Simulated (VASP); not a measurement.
A run of VASP 6.6.1 is set up as follows.

Contents of INCAR:

```
SYSTEM = Be2C
PREC = Accurate
ENCUT = 600
EDIFF = 1E-6
ISMEAR = 0
SIGMA = 0.01
LREAL = .False.
LASPH = .True.
NELM = 120
ALGO = Normal
ISIF = 2
LWAVE = .False.
LCHARG = .False.
GGA = PS
NBANDS = 11
GGA_COMPAT = .False.
```

File KPOINTS:

```
regular mesh
0
Gamma
  8 8 8
  0 0 0
```

File POSCAR:

```
Be2C
1.0
    0.0000000000      2.1232938357      2.1232938357
    2.1232938357      0.0000000000      2.1232938357
    2.1232938357      2.1232938357      0.0000000000
Be C
2 1
Direct
    0.2500000000      0.2500000000      0.2500000000
    0.7500000000      0.7500000000      0.7500000000
    0.0000000000      0.0000000000      0.0000000000
```

Potentials or basis: VASP PAW PBE potentials, release 64 (Be, C).

The run is started by

```console
$ cat potpaw_PBE.64/Be/POTCAR potpaw_PBE.64/C/POTCAR > POTCAR
$ mpirun -np 1 vasp_std > vasp.out
```

Q: Predict the pressure.

A: 10.6 GPa.

Q: Predict the band gap on the k mesh.

A: 1.08 eV, indirect (least direct gap 4.19 eV).

Caveat: the PAW data sets were made with another functional, which shifts forces and pressure a little. A k mesh can miss the band edges.
